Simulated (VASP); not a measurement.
# Mg (Im-3m) in VASP: single point with PBE

Aim: the single point of Mg with PBE.

All numbers are computed with VASP 6.6.1; they aren't measurements. Logs are shortened: lines on timing, memory, paths and dates and some standing lists are left out, and cuts for length are marked.

**1. The cell of the first run**

It takes space group Im-3m (No. 229, cubic). The conventional cell has a = 3.687 Å, b = 3.687 Å, c = 3.687 Å, α = 90.00°, β = 90.00°, γ = 90.00°. Within 4.2 Å of Mg (site symmetry m-3m) lie 14 Mg at 3.19 to 3.69 Å.

This isn't the form of Mg at room conditions, which is hcp.

**2. Single point, PBE (Cd replaced by Mg, lengths x 0.987, strained)**

Input file INCAR:

```
  ALGO = Normal
  EDIFF = 1E-6
  ENCUT = 520
  GGA = PE
  ISIF = 2
  ISMEAR = 0
  LASPH = T
  LCHARG = T
  LELF = T
  LREAL = F
  LVHAR = T
  LWAVE = F
  NBANDS = 7
  NELM = 60
  PREC = Accurate
  SIGMA = 0.1
```

Input file KPOINTS:

```
k-points
0
Gamma
  16 16 16
```

Input file POSCAR:

```
Mg
1.0
   -1.8432646238      1.8432646238      1.8432646238
    1.8432646238     -1.8432646238      1.8432646238
    1.8432646238      1.8432646238     -1.8432646238
Mg
1
Direct
    0.0000000000      0.0000000000      0.0000000000
```

Potentials or basis: VASP PAW PBE potentials, release 64 (Mg).

On the command line:

```bash
$ cat potpaw_PBE.64/Mg/POTCAR > POTCAR
$ mpirun -np 1 vasp_std > vasp.out
```

OUTCAR:

```text
EDIFF = 1E-6
   ENCUT = 520
   GGA = PE
   ISIF = 2
   ISMEAR = 0
   LASPH = T
   LREAL = F
   NELM = 60
   PREC = Accurate

 ion  position               nearest neighbor table
   1  0.000  0.000  0.000-

  LATTYP: Found a body centered cubic cell.
 ALAT       =     3.6865292476

  Lattice vectors:

 A1 = (  -1.8432646238,   1.8432646238,   1.8432646238)
 A2 = (   1.8432646238,  -1.8432646238,   1.8432646238)
 A3 = (   1.8432646238,   1.8432646238,  -1.8432646238)

Analysis of symmetry for initial positions (statically):
=====================================================================
 Subroutine PRICEL returns:
 Original cell was already a primitive cell.

 Routine SETGRP: Setting up the symmetry group for a
 body centered cubic supercell.

 Subroutine GETGRP returns: Found 48 space group operations
 (whereof 48 operations were pure point group operations)
 out of a pool of 48 trial point group operations.

The static configuration has the point symmetry O_h .

Analysis of symmetry for dynamics (positions and initial velocities):
=====================================================================
 Subroutine PRICEL returns:
 Original cell was already a primitive cell.

 Routine SETGRP: Setting up the symmetry group for a
 body centered cubic supercell.

 Subroutine GETGRP returns: Found 48 space group operations
 (whereof 48 operations were pure point group operations)
 out of a pool of 48 trial point group operations.

The dynamic configuration has the point symmetry O_h .

 Subroutine INISYM returns: Found 48 space group operations
 (whereof 48 operations are pure point group operations),
 and found     1 'primitive' translations

----------------------------------------------------------------------------------------

                                     Primitive cell

  volume of cell :      25.0509

  direct lattice vectors                    reciprocal lattice vectors
    -1.843264624  1.843264624  1.843264624     0.000000000  0.271257851  0.271257851
     1.843264624 -1.843264624  1.843264624     0.271257851  0.000000000  0.271257851
     1.843264624  1.843264624 -1.843264624     0.271257851  0.271257851  0.000000000

  length of vectors
     3.192627980  3.192627980  3.192627980     0.383616531  0.383616531  0.383616531

  position of ions in fractional coordinates (direct lattice)
     0.000000000  0.000000000  0.000000000

  ion indices of the primitive-cell ions
   primitive index   ion index
                 1           1

----------------------------------------------------------------------------------------

 KPOINTS: k-points

Automatic generation of k-mesh.
 Grid dimensions read from file:
 generate k-points for:   16   16   16

 Generating k-lattice:

  Cartesian coordinates                     Fractional coordinates (reciprocal lattice)
     0.000000000  0.016953616  0.016953616     0.062500000  0.000000000  0.000000000
     0.016953616  0.000000000  0.016953616     0.000000000  0.062500000  0.000000000
     0.016953616  0.016953616  0.000000000     0.000000000  0.000000000  0.062500000

  Length of vectors
     0.023976033  0.023976033  0.023976033

  Shift w.r.t. Gamma in fractional coordinates (k-lattice)
     0.000000000  0.000000000  0.000000000

 Subroutine IBZKPT returns following result:
 ===========================================

 Found    145 irreducible k-points:

 Following reciprocal coordinates:
            Coordinates               Weight
  0.000000  0.000000  0.000000      1.000000
  0.062500  0.000000  0.000000     12.000000
  0.125000  0.000000  0.000000     12.000000
  0.187500  0.000000  0.000000     12.000000
  0.250000  0.000000  0.000000     12.000000
  0.312500  0.000000  0.000000     12.000000
[... 16 lines left out ...]
  0.187500  0.187500  0.000000     24.000000
  0.250000  0.187500  0.000000     48.000000
 [... further k-points ...]
   k-points           NKPTS =    145   k-points in BZ     NKDIM =    145   number of bands    NBANDS=      7
   number of dos      NEDOS =    301   number of ions     NIONS =      1
   total plane-waves  NPLWV =  13824
   dimension x,y,z NGX =    24 NGY =   24 NGZ =   24
   dimension x,y,z NGXF=    48 NGYF=   48 NGZF=   48
   ions per type =               1
   NGX,Y,Z   is equivalent  to a cutoff of  12.50, 12.50, 12.50 a.u.
   NGXF,Y,Z  is equivalent  to a cutoff of  24.99, 24.99, 24.99 a.u.
 SYSTEM =  unknown system
   PREC   = accura    normal or accurate (medium, high low for compatibility)
   ISTART =      0    job   : 0-new  1-cont  2-samecut
   ICHARG =      2    charge: 1-file 2-atom 10-const
   ISPIN  =      1    spin polarized calculation?
   LNONCOLLINEAR =      F non collinear calculations
   LSORBIT =      F    spin-orbit coupling
   LASPH  =      T    aspherical Exc in radial PAW
   ENCUT  =  520.0 eV  38.22 Ry    6.18 a.u.   5.94  5.94  5.94*2*pi/ulx,y,z
   NELM   =     60;   NELMIN=  2; NELMDL= -5     # of ELM steps
   EDIFF  = 0.1E-05   stopping-criterion for ELM
   LREAL  =      F    real-space projection
   EDIFFG = 0.1E-04   stopping-criterion for IOM
   NSW    =      0    number of steps for IOM
   IBRION =     -1    ionic relax: 0-MD 1-quasi-New 2-CG
   NFREE  =      0    steps in history (QN), initial steepest desc. (CG)
   ISIF   =      2    stress and relaxation
   ISYM   =      2    0-nonsym 1-usesym 2-fastsym
   POTIM  = 0.5000    time-step for ionic-motion
   TEBEG  =    0.0;   TEEND  =   0.0 temperature during run
   PSTRESS=    0.0 pullay stress
   NELECT =       2.0000    total number of electrons
   NUPDOWN=      -1.0000    fix difference up-down
   EMIN   =  10.00;   EMAX   =-10.00  energy-range for DOS
   EFERMI =   0.00;   METHOD = LEGACY
   ISMEAR =     0;   SIGMA  =   0.10  broadening in eV -4-tet -1-fermi 0-gaus
   EFERMI_NEDOS =   21; number of points for ismear=-14 and -15
   IALGO  =     38    algorithm
   IMIX   =      4    mixing-type and parameters
     AMIX     =   0.40;   BMIX     =  1.00
     AMIX_MAG =   1.60;   BMIX_MAG =  1.00
  volume/ion in A,a.u.               =      25.05       169.05
  Fermi-wavevector in a.u.,A,eV,Ry     =   0.704926  1.332118  6.761025  0.496921
  Thomas-Fermi vector in A             =   1.790300
   LORBIT       =      0    0 simple, 1 ext, 2 COOP (PROOUT), +10 PAW based schemes
   GGA     = PE    functional components
   LHFCALC =     F    Hartree Fock is set to
   AEXX    =    0.0000 exact exchange contribution
   IVDW    =     0    specifies the selected vdW correction
   LEPSILON=     F    determine dielectric tensor
   LRPA    =     F    only Hartree local field effects (RPA)
 non-spin polarized calculation
 Gauss-broadening in eV      SIGMA  =   0.10
  energy-cutoff  :      520.00
  volume of cell :       25.05
 maximum number of plane-waves:       691
   NGX = 11   NGY = 11   NGZ = 11

 number of electron       2.0000000 magnetization

 Free energy of the ion-electron system (eV)
  ---------------------------------------------------
  ext. energy  EPLUGINS =         0.00000000
  ---------------------------------------------------
  free energy    TOTEN  =        -1.45869516 eV

  energy without entropy =       -1.45628580  energy(sigma->0) =       -1.45749048

 E-fermi :   2.2279     XC(G=0):  -8.2286

 val. band max:        2.2114424244   @ k =  -0.3750  -0.3750   0.0625
 cond. band min:       2.2648107224   @ k =   0.3750   0.2500   0.0000
 fundamental gap:      0.0533682980
 Fermi energy:         2.2279176917

 k-point     1 :       0.0000    0.0000    0.0000
  band No.  band energies     occupation
      1      -4.3665      2.00000
      2      14.6502      0.00000
      3      14.6502      0.00000
      4      14.6502      0.00000
      5      16.1887      0.00000
      6      16.1887      0.00000
      7      16.1887      0.00000

 k-point     2 :       0.0625    0.0000    0.0000
  band No.  band energies     occupation
      1      -4.2798      2.00000
      2      13.5400      0.00000
      3      14.1187      0.00000
      4      14.2111      0.00000
      5      15.4782      0.00000
      6      15.8567      0.00000
      7      16.4502      0.00000

 k-point     3 :       0.1250    0.0000    0.0000
  band No.  band energies     occupation
      1      -4.0200      2.00000
      2      11.5427      0.00000
      3      13.3094      0.00000
      4      13.3781      0.00000
      5      14.5557      0.00000
      6      15.2555      0.00000
      7      16.8330      0.00000

 k-point     4 :       0.1875    0.0000    0.0000
  band No.  band energies     occupation
      1      -3.5885      2.00000
      2       9.4993      0.00000
      3      12.5507      0.00000
      4      12.5774      0.00000
      5      13.7364      0.00000
      6      14.6723      0.00000
      7      17.3416      0.00000

 k-point     5 :       0.2500    0.0000    0.0000
  band No.  band energies     occupation
      1      -2.9872      2.00000
      2       7.5472      0.00000
      3      11.8369      0.00000
      4      11.9692      0.00000
      5      13.0569      0.00000
      6      14.1211      0.00000
      7      17.8911      0.00000
[... 161 lines left out ...]
 k-point    22 :       0.4375    0.1250    0.0000
  band No.  band energies     occupation
      1       1.0920      2.00000
      2       1.5322      2.00000
      3       7.7995      0.00000
      4      10.4155      0.00000
      5      13.1514      0.00000
      6      15.6016      0.00000
      7      18.9929      0.00000

 k-point    23 :       0.1875    0.1875    0.0000
  band No.  band energies     occupation
      1      -2.0492      2.00000
      2       6.8613      0.00000
      3       7.4744      0.00000
      4      11.0282      0.00000
      5      14.6426      0.00000
      6      15.2731      0.00000
      7      18.6569      0.00000

 k-point    24 :       0.2500    0.1875    0.0000
  band No.  band energies     occupation
      1      -1.2039      2.00000
      2       5.3434      0.00000
      3       6.7702      0.00000
      4      10.5854      0.00000
      5      14.4525      0.00000
      6      15.7532      0.00000
      7      18.3407      0.00000

 [... further k-points ...]

------------------------ aborting loop because EDIFF is reached ----------------------------------------

  FORCE on cell =-STRESS in cart. coord.  units (eV):
  Direction    XX          YY          ZZ          XY          YZ          ZX
  --------------------------------------------------------------------------------------
  -------------------------------------------------------------------------------------
  Total       -0.4166372     -0.4166372     -0.4166372      0.0000000     -0.0000000      0.0000000
  in kB      -26.6468302    -26.6468302    -26.6468302      0.0000000     -0.0000000      0.0000000
  external PRESSURE =     -26.6468302 kB  Pullay stress =       0.0000000 kB

 VOLUME and BASIS-vectors are now :
 -----------------------------------------------------------------------------
  energy-cutoff  :      520.00
  volume of cell :       25.05
      direct lattice vectors                 reciprocal lattice vectors
    -1.843264624  1.843264624  1.843264624     0.000000000  0.271257851  0.271257851
     1.843264624 -1.843264624  1.843264624     0.271257851  0.000000000  0.271257851
     1.843264624  1.843264624 -1.843264624     0.271257851  0.271257851  0.000000000

 POSITION                                       TOTAL-FORCE (eV/Angst)
 -----------------------------------------------------------------------------------
      0.00000      0.00000      0.00000         0.000000      0.000000     -0.000000
 -----------------------------------------------------------------------------------
    total drift:                               -0.000000      0.000000      0.000000

  FREE ENERGIE OF THE ION-ELECTRON SYSTEM (eV)
  ---------------------------------------------------
  free  energy   TOTEN  =        -1.4586951646 eV

  energy  without entropy=       -1.4562857999  energy(sigma->0) =       -1.45749048
```

It took 6.6 s on 1 thread of Intel Xeon Platinum 8488C (Sapphire Rapids), shared host; peak memory 0.15 GiB.

Results:

| Item | Value |
| --- | --- |
| Free energy | -1.4587 eV |
| Pressure | -2.7 GPa |
| Band gap on the k mesh | zero (bands 1 and 2 overlap by 4.54 eV) |

Levels at points of the mesh, in eV from the Fermi level:
| k point | band 1 | band 2 | band 3 | band 4 |
| --- | --- | --- | --- | --- |
| (0.00, 0.00, 0.00) | -6.59 | 12.42 | 12.42 | 12.42 |
| (0.50, 0.00, 0.00) | -1.38 | -0.95 | 8.30 | 8.66 |
| (0.50, 0.50, 0.50) | 3.59 | 3.59 | 3.59 | 3.96 |

Caveat: the cell differs from its parent crystal (Cd replaced by Mg, lengths x 0.987, strained).
